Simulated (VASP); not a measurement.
# CoO in VASP: further runs

Aim: see how the results for CoO move with the level of theory and the settings. Levels: B3LYP, r2SCAN. Tasks: single point.

Everything below comes from runs of VASP 6.6.1. Logs are shortened: lines on timing, memory, paths and dates and some standing lists are left out, and cuts for length are marked.

## (1) The cell of the first run

The typed cell holds 2 atoms: a = 3.270 Å, b = 3.270 Å, c = 3.270 Å, α = 60.00°, β = 60.00°, γ = 60.00°.

## (2) Single point, B3LYP, collinear spin, ferromagnetic start

The input, POSCAR:

```
CoO
1.0
    1.6349471645      0.9439371856      2.6695666132
   -1.6349471645      0.9439371856      2.6695666132
    0.0000000000     -1.8878743711      2.6695666132
Co O
1 1
Direct
    1.0000063981      1.0000063981      1.0000063981
    0.7499929519      0.7499929519      0.7499929519
```

The input, INCAR.step1:

```
  PREC = Accurate
  ENCUT = 520
  EDIFF = 1E-5
  ISMEAR = -1
  SIGMA = 0.05
  LREAL = False
  LASPH = True
  NELM = 200
  ALGO = Normal
  ISIF = 2
  LWAVE = True
  LCHARG = False
  ISPIN = 2
  MAGMOM = 2 0
  LORBIT = 11
  LMAXMIX = 4
  NBANDS = 18
  GGA = PE
  GGA_COMPAT = False
```

The input, INCAR.step2:

```
  PREC = Accurate
  ENCUT = 520
  EDIFF = 1E-6
  ISMEAR = -1
  SIGMA = 0.05
  LREAL = False
  LASPH = True
  NELM = 200
  ALGO = Normal
  ISIF = 2
  LWAVE = False
  LCHARG = False
  ISPIN = 2
  MAGMOM = 2 0
  LORBIT = 11
  LMAXMIX = 4
  GGA = B3
  LHFCALC = True
  AEXX = 0.2
  AGGAX = 0.72
  AGGAC = 0.81
  ALDAC = 0.19
  PRECFOCK = Normal
  NBANDS = 18
  ISTART = 1
  GGA_COMPAT = False
```

The input, KPOINTS:

```
Automatic mesh
0
Gamma
  5 5 5
```

Potentials or basis: VASP PAW PBE potentials, release 64 (Co, O).

Command:

```sh
> cat potpaw_PBE.64/Co/POTCAR potpaw_PBE.64/O/POTCAR > POTCAR
> cp INCAR.step1 INCAR
> mpirun -np 1 vasp_std > vasp.out
> cp INCAR.step2 INCAR
> mpirun -np 1 vasp_std > vasp.out
```

OUTCAR:

```text
PREC = Accurate
   ENCUT = 520
   EDIFF = 1E-6
   ISMEAR = -1
   LREAL = False
   LASPH = True
   NELM = 200
   ISIF = 2
   ISPIN = 2
   LORBIT = 11
   GGA = B3
   LHFCALC = True
   AEXX = 0.2
   PRECFOCK = Normal
   ISTART = 1

 ion  position               nearest neighbor table
   1  0.000  0.000  0.000-   2 2.00   2 2.00   2 2.00   2 2.00
   2  0.750  0.750  0.750-   1 2.00   1 2.00   1 2.00   1 2.00

  LATTYP: Found a trigonal (rhomboedric) cell.
 ALAT       =     3.2696567929
 COS(alpha) =     0.4999273487

  Lattice vectors:

 A1 = (   1.6349471645,   0.9439371856,   2.6695666132)
 A2 = (  -1.6349471645,   0.9439371856,   2.6695666132)
 A3 = (   0.0000000000,  -1.8878743711,   2.6695666132)

Analysis of symmetry for initial positions (statically):
=====================================================================
 Subroutine PRICEL returns:
 Original cell was already a primitive cell.

 Routine SETGRP: Setting up the symmetry group for a
 trigonal (rhombohedral) supercell.

 Subroutine GETGRP returns: Found  6 space group operations
 (whereof  6 operations were pure point group operations)
 out of a pool of 12 trial point group operations.

The static configuration has the point symmetry C_3v.

Analysis of symmetry for dynamics (positions and initial velocities):
=====================================================================
 Subroutine PRICEL returns:
 Original cell was already a primitive cell.

 Routine SETGRP: Setting up the symmetry group for a
 trigonal (rhombohedral) supercell.

 Subroutine GETGRP returns: Found  6 space group operations
 (whereof  6 operations were pure point group operations)
 out of a pool of 12 trial point group operations.

The dynamic configuration has the point symmetry C_3v.

Analysis of structural, dynamic, and magnetic symmetry:
=====================================================================
 Subroutine PRICEL returns:
 Original cell was already a primitive cell.

 Routine SETGRP: Setting up the symmetry group for a
 trigonal (rhombohedral) supercell.

 Subroutine GETGRP returns: Found  6 space group operations
 (whereof  6 operations were pure point group operations)
 out of a pool of 12 trial point group operations.

The overall configuration has the point symmetry C_3v.

[... 118 lines left out ...]
   LHFCALC =     T    Hartree Fock is set to
   PRECFOCK=normal    Normal, Fast or Accurate (Low or Medium for compatibility)
   ENCUT4O =  -1.0   cutoff for four orbital integrals eV
   NKREDX  =     1    reduce k-point grid by
   NKREDY  =     1    reduce k-point grid by
   NKREDZ  =     1    reduce k-point grid by
   AEXX    =    0.2000 exact exchange contribution
   HFSCREEN=    0.0000 screening length (either q_TF or 0.3 A-1)
   HFSCREENC=   0.0000 screening length for correlation (either q_TF or 0.3 A-1)
   ENCUTFOCK=  -1.0 apply spherical cutoff to Coloumb kernel
   IVDW    =     0    specifies the selected vdW correction
   LEPSILON=     F    determine dielectric tensor
   LRPA    =     F    only Hartree local field effects (RPA)
 spin polarized calculation
  energy-cutoff  :      520.00
  volume of cell :       24.72
 maximum number of plane-waves:       678
  NGX = 20; NGY = 20; NGZ = 20

 number of electron      14.9999990 magnetization       3.0006864

 Free energy of the ion-electron system (eV)
  ---------------------------------------------------
  ext. energy  EPLUGINS =         0.00000000
  ---------------------------------------------------
  free energy    TOTEN  =       -18.52731282 eV

  energy without entropy =      -18.52731282  energy(sigma->0) =      -18.52731282

 E-fermi :   4.9840     XC(G=0):  -8.6026

 val. band max:        3.8438560708   @ k =   0.0000   0.0000   0.0000
 cond. band min:       6.1811233552   @ k =   0.0000   0.0000   0.0000
 fundamental gap:      2.3372672843
 Fermi energy:         4.9840386269

 spin component 1

 k-point     1 :       0.0000    0.0000    0.0000
  band No.  band energies     occupation
      1     -16.1329      1.00000
      2      -2.2802      1.00000
      3      -2.2802      1.00000
      4      -2.2795      1.00000
      5       0.8659      1.00000
      6       0.8659      1.00000
[... 375 lines left out ...]
      4      -1.6608      1.00000
      5       0.2027      1.00000
      6       0.7053      1.00000
[... 10 lines left out ...]
     17      31.1408      0.00000
     18      32.0907      0.00000
 Fermi energy:         4.9840386269

 spin component 2

 k-point     1 :       0.0000    0.0000    0.0000
  band No.  band energies     occupation
      1     -15.5899      1.00000
      2       0.1597      1.00000
      3       0.1597      1.00000
      4       0.1604      1.00000
      5       2.5972      1.00000
      6       2.5972      1.00000
[... 376 lines left out ...]
      5       3.0782      1.00000
      6       3.2163      1.00000
[... 10 lines left out ...]
     17      31.6057      0.00000
     18      32.5067      0.00000

------------------------ aborting loop because EDIFF is reached ----------------------------------------

  FORCE on cell =-STRESS in cart. coord.  units (eV):
  Direction    XX          YY          ZZ          XY          YZ          ZX
  --------------------------------------------------------------------------------------
  -------------------------------------------------------------------------------------
  Total        0.0472068      0.0472068      0.0493343     -0.0000000      0.0000000      0.0000000
  in kB        3.0596819      3.0596819      3.1975731     -0.0000000      0.0000000      0.0000000
  external PRESSURE =       3.1056456 kB  Pullay stress =       0.0000000 kB

 VOLUME and BASIS-vectors are now :
 -----------------------------------------------------------------------------
  energy-cutoff  :      520.00
  volume of cell :       24.72
      direct lattice vectors                 reciprocal lattice vectors
     1.634947164  0.943937186  2.669566613     0.305820280  0.176565421  0.124864213
    -1.634947164  0.943937186  2.669566613    -0.305820280  0.176565421  0.124864213
     0.000000000 -1.887874371  2.669566613     0.000000000 -0.353130842  0.124864213

 POSITION                                       TOTAL-FORCE (eV/Angst)
 -----------------------------------------------------------------------------------
      0.00000      0.00000      0.00005         0.000000      0.000000      0.000423
      0.00000      0.00000      6.00647         0.000000     -0.000000     -0.000423
 -----------------------------------------------------------------------------------
    total drift:                                0.000007      0.000005      0.000004

  FREE ENERGIE OF THE ION-ELECTRON SYSTEM (eV)
  ---------------------------------------------------
  free  energy   TOTEN  =       -18.5273128229 eV

  energy  without entropy=      -18.5273128229  energy(sigma->0) =      -18.52731282

 total charge

# of ion       s       p       d       tot
------------------------------------------
    1        0.327   0.401   7.106   7.834
    2        1.540   3.499   0.000   5.039
--------------------------------------------------
tot          1.868   3.900   7.106  12.873

 magnetization (x)

# of ion       s       p       d       tot
------------------------------------------
    1        0.008   0.041   2.607   2.657
    2        0.018   0.206   0.000   0.224
--------------------------------------------------
tot          0.026   0.247   2.607   2.881
```

It took 71 min on 1 thread of Intel Xeon 8259CL, shared host; peak memory 0.18 GiB.

Results:

```
Free energy                                           : -18.5273 eV
Pressure                                              : 0.3 GPa
Band gap on the k mesh                                : 2.34 eV
Net moment                                            : 3.00 μB per cell
Site moments                                          : Co +2.66; O +0.22 μB
Valence electrons inside the program's atomic spheres : Co 7.83; O 5.04
```

Caveat: the k points lie up to 0.47 Å⁻¹ apart; the PAW data sets were made with another functional, which shifts forces and pressure a little; an odd mesh through Γ misses points on the zone boundary, where band edges can lie; a cell with one magnetic atom can't hold antiferromagnetic order, which such compounds often take.

## (3) Single point, r2SCAN, collinear spin, ferromagnetic start

This run uses another cell than the first one, of 11.18 Å³/atom.

The input, POSCAR:

```
CoO
1.0
    1.5914663644      0.9188335339      2.5492457344
   -1.5914663644      0.9188335339      2.5492457344
    0.0000000000     -1.8376670678      2.5492457344
Co O
1 1
Direct
    0.9989783200      0.9989783200      0.9989783200
    0.7510210300      0.7510210300      0.7510210300
```

The input, INCAR.step1:

```
SYSTEM = CoO
PREC = Accurate ; ENCUT = 520
ISMEAR = -1 ; SIGMA = 0.05
LREAL = .FALSE. ; LASPH = .TRUE.
NELM = 150 ; ISPIN = 2
MAGMOM = 2 0 ; LMAXMIX = 4
NBANDS = 18 ; GGA = PE
ALGO = Normal ; EDIFF = 1E-4
LWAVE = .TRUE. ; LCHARG = .FALSE.
```

The input, INCAR.step2:

```
SYSTEM = CoO
PREC = Accurate ; ENCUT = 520
EDIFF = 1E-7 ; ISMEAR = -1
SIGMA = 0.05 ; LREAL = .FALSE.
LASPH = .TRUE. ; NELM = 150
ALGO = Normal ; ISIF = 2
LWAVE = .FALSE. ; LCHARG = .FALSE.
ISPIN = 2 ; MAGMOM = 2 0
LORBIT = 11 ; LMAXMIX = 4
METAGGA = R2SCAN ; LMIXTAU = .TRUE.
NBANDS = 18 ; ISTART = 1
```

The input, KPOINTS:

```
regular mesh
0
G
  10 10 10
  0 0 0
```

Potentials or basis: VASP PAW PBE potentials, release 64 (Co, O).

Command:

```sh
> cat potpaw_PBE.64/Co/POTCAR potpaw_PBE.64/O/POTCAR > POTCAR
> cp INCAR.step1 INCAR
> mpirun -np 1 vasp_std > vasp.out
> cp INCAR.step2 INCAR
> mpirun -np 1 vasp_std > vasp.out
```

OUTCAR:

```text
SYSTEM = CoO
   PREC = Accurate
   ENCUT = 520
   EDIFF = 1E-7
   ISMEAR = -1
   LREAL = .FALSE.
   LASPH = .TRUE.
   NELM = 150
   ISIF = 2
   ISPIN = 2
   LORBIT = 11
   METAGGA = R2SCAN
   ISTART = 1

 ion  position               nearest neighbor table
   1  0.999  0.999  0.999-   2 1.90   2 1.95   2 1.95   2 1.95
   2  0.751  0.751  0.751-   1 1.90   1 1.95   1 1.95   1 1.95

  LATTYP: Found a trigonal (rhomboedric) cell.
 ALAT       =     3.1425585223
 COS(alpha) =     0.4870699110

  Lattice vectors:

 A1 = (   1.5914663644,   0.9188335339,   2.5492457344)
[... 1221 lines left out ...]
  external PRESSURE =      68.4392679 kB  Pullay stress =       0.0000000 kB

 VOLUME and BASIS-vectors are now :
 -----------------------------------------------------------------------------
  energy-cutoff  :      520.00
  volume of cell :       22.37
      direct lattice vectors                 reciprocal lattice vectors
     1.591466364  0.918833534  2.549245734     0.314175663  0.181389404  0.130757631
    -1.591466364  0.918833534  2.549245734    -0.314175663  0.181389404  0.130757631
     0.000000000 -1.837667068  2.549245734     0.000000000 -0.362778807  0.130757631

 POSITION                                       TOTAL-FORCE (eV/Angst)
 -----------------------------------------------------------------------------------
      0.00000      0.00000      7.63992         0.000000     -0.000000      0.401481
      0.00000      0.00000      5.74361         0.000000      0.000000     -0.401481
 -----------------------------------------------------------------------------------
    total drift:                               -0.000000      0.000000      0.010441

  FREE ENERGIE OF THE ION-ELECTRON SYSTEM (eV)
  ---------------------------------------------------
  free  energy   TOTEN  =       -21.3376984301 eV

  energy  without entropy=      -21.3350770997  energy(sigma->0) =      -21.33638776

 total charge

# of ion       s       p       d       tot
------------------------------------------
    1        0.366   0.487   7.181   8.034
    2        1.554   3.512   0.000   5.065
--------------------------------------------------
tot          1.920   3.999   7.181  13.099

 magnetization (x)

# of ion       s       p       d       tot
------------------------------------------
    1        0.024   0.065   2.515   2.604
    2        0.022   0.261   0.000   0.283
--------------------------------------------------
tot          0.046   0.326   2.515   2.887
```

Wall time 4.9 min (1 thread of Intel Xeon Platinum 8259CL at 2.50GHz (Skylake/Cascade Lake), shared host); peak memory 0.21 GiB.

Results:

```yaml
Free_energy: -21.3377 eV
Pressure: 6.8 GPa
Largest_force: 0.401 eV/Å
Band_gap_on_the_k_mesh: zero (filled and empty bands overlap)
Net_moment: 2.98 μB per cell
Site_moments: Co +2.60; O +0.28 μB
Valence_electrons_inside_the_program's_atomic_spheres: Co 8.03; O 5.07
```

Forces in eV/Å, atoms in the order of the input:
```
Co   0.000  0.000  0.401
O    0.000  0.000 -0.401
```

Caveat: the cell stands under pressure; the PAW data sets were made with another functional, which shifts forces and pressure a little; a cell with one magnetic atom can't hold antiferromagnetic order, which such compounds often take; semilocal functionals often make such compounds metallic where correlation or magnetic order opens a gap, which also shifts bond lengths. With open d or f shells a metallic result of r2SCAN can be an artefact of self-interaction; +U or a hybrid may open a gap.
